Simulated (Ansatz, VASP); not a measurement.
**Two plane-wave programs on La2O3**

```
La O
1.0
     3.93078    0.00000    0.00000
    -1.96539    3.40415    0.00000
     0.00000    0.00000    6.11195
La O
2 3
Direct
  0.33333 0.66667 0.24624
  0.66667 0.33333 0.75376
  0.00000 0.00000 0.00000
  0.33333 0.66667 0.64589
  0.66667 0.33333 0.35411
```

Alike in both runs: task relaxation of cell and atoms; functional LDA; k mesh 8 × 8 × 5; occupations fermi-dirac, width 0.05 eV; no spin polarisation; Hubbard terms La f U = 4.0 eV.

|  | VASP | Ansatz |
| --- | --- | --- |
| version | VASP 6.6.1 | Ansatz 0.2.0 |
| potentials or method | VASP PAW LDA potentials, release 64 (La, O) | Ansatz PAW |
| plane-wave cutoff (eV) | 600 | 420 |
| valence electrons in the cell | 40 | 40 |

```tsv
	VASP	Ansatz	Ansatz less VASP
gap on the k mesh at the Fermi level, each at its own relaxed structure (eV)	3.81	3.82	+0.013
relaxed volume (Å³/atom)	15.90	15.82	-0.086
relaxed cell length with the largest relative difference (Å)	3.912	3.897	-0.0147
```

LDA's correlation is that of Perdew and Zunger in VASP and of Perdew and Wang (1992) in Ansatz. The programs project onto different local orbitals, so the same U acts differently, and such runs can settle in different states.

Spin-orbit coupling is off throughout. Noted on Ansatz's run: the magnetic or orbital state may not be the lowest; odd divisions of the mesh miss points on the zone boundary, where band edges often lie, so the gap on the mesh can be too wide; the plane-wave basis is chosen anew once the cell has moved, so the energies of steps on either side of that aren't comparable.
